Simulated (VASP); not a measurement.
Wanted: the native input for a VASP 6.6.1 run.

```yaml
Task: single point
Functional: PBE
Potentials_or_basis: VASP PAW PBE potentials, release 64 (Zr_sv)
Cutoff: 520 eV
k_mesh: 11 × 11 × 11
Occupations: fermi-dirac, width 0.08 eV
Spin: no spin polarisation
Dipole_correction: no
Further_INCAR_settings: ALGO = Normal; EDIFF = 1e-07; NBANDS = 19
```

The structure of Zr lies in POSCAR:

```
Zr
1.0
    0.0000000000      2.8666312462      2.8666312462
    2.8666312462      0.0000000000      2.8666312462
    2.8666312462      2.8666312462      0.0000000000
Zr
2
Direct
   -0.1250000000     -0.1250000000     -0.1250000000
    0.1250000000      0.1250000000      0.1250000000
```

This cell differs from its parent crystal: volume scaled by 0.76.

The input as run:

INCAR

```
SYSTEM = Zr
PREC = Accurate ; ENCUT = 520
EDIFF = 1E-7 ; ISMEAR = -1
SIGMA = 0.08 ; LREAL = .False.
LASPH = .True. ; NELM = 80
ALGO = Normal ; ISIF = 2
LWAVE = .False. ; LCHARG = .False.
GGA = PE ; NBANDS = 19
```

KPOINTS

```
Automatic mesh
0
Gamma
  11 11 11
  0 0 0
```

Potentials or basis: VASP PAW PBE potentials, release 64 (Zr_sv).

Run with:

```console
$ cat potpaw_PBE.64/Zr_sv/POTCAR > POTCAR
$ mpirun -np 1 vasp_std > vasp.out
```

Results of the run:

```
Pressure               : 15.3 GPa
Band gap on the k mesh : zero (band 12 reaches 8.77 eV, above the bottom of band 13 at 7.95 eV)
```

Run time: 22 s on 1 thread of Intel(R) Xeon(R) 6975P-C (Granite Rapids), with other jobs on the host, peak memory 0.18 GiB.
